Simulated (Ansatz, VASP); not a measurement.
## One calculation of TiC, two programs

The input INCAR:

```
SYSTEM = TiC
  PREC = Accurate
  ENCUT = 520
  EDIFF = 1E-7
  ISMEAR = 0
  SIGMA = 0.15
  LREAL = .FALSE.
  LASPH = .TRUE.
  NELM = 60
  ALGO = Normal
  ISIF = 2
  LWAVE = .FALSE.
  LCHARG = .FALSE.
  GGA = PS
  NBANDS = 15
```

File KPOINTS:

```
regular mesh
0
G
  26 26 26
  0 0 0
```

POSCAR

```
TiC
1.0
    0.0000000000      2.0795571237      2.2875128360
    2.0795571237      0.0000000000      2.2875128360
    2.0795571237      2.0795571237      0.0000000000
Ti C
1 1
Direct
    0.0000000000      0.0000000000      0.0000000000
    0.5000000000      0.5000000000      0.5000000000
```

Input for Ansatz:

```yaml
crystal:
  lattice:
    - [0.0, 2.0795571237, 2.287512836]
    - [2.0795571237, 0.0, 2.287512836]
    - [2.0795571237, 2.0795571237, 0.0]
  atoms:
    - { symbol: Ti, position: [0.0, 0.0, 0.0] }
    - { symbol: C, position: [0.5, 0.5, 0.5] }
basis:
  ecutwfc: 420
kpoints:
  mp_grid: { grid: [26, 26, 26] }
hamiltonian:
  xc: pbesol
scf:
  occupations: { method: gaussian, width: 0.15 }
output:
  forces: true
  stress: true
  eigenvalues: true
```

Alike in both runs: task single point; functional PBEsol; k mesh 26 × 26 × 26; occupations gaussian, width 0.15 eV; no spin polarisation.

|  | VASP | Ansatz |
| --- | --- | --- |
| version | VASP 6.6.1 | Ansatz 0.2.0 |
| potentials or method | VASP PAW PBE potentials, release 64 (Ti_sv, C), cutoff 520 eV | scalar-relativistic, plane waves, PAW |
| valence electrons in the cell | 16 | 16 |

Ansatz gave:

| Quantity | Value |
| --- | --- |
| gap on the k mesh at the Fermi level (eV) | none |
| pressure (GPa) | 4.5 |
| traceless stress, the component that is largest in VASP (GPa) | -24.55 |

Q: Which values does VASP return?

A: gap on the k mesh at the Fermi level (eV): none; pressure (GPa): 4.7; traceless stress, the component that is largest in VASP (GPa): -24.67.

VASP's potentials were made for PBE, not for PBEsol. A gap of «none» marks a metal or a gap that the smearing closes. The functional is the same, so the differences come from potentials, cutoffs and numerics.
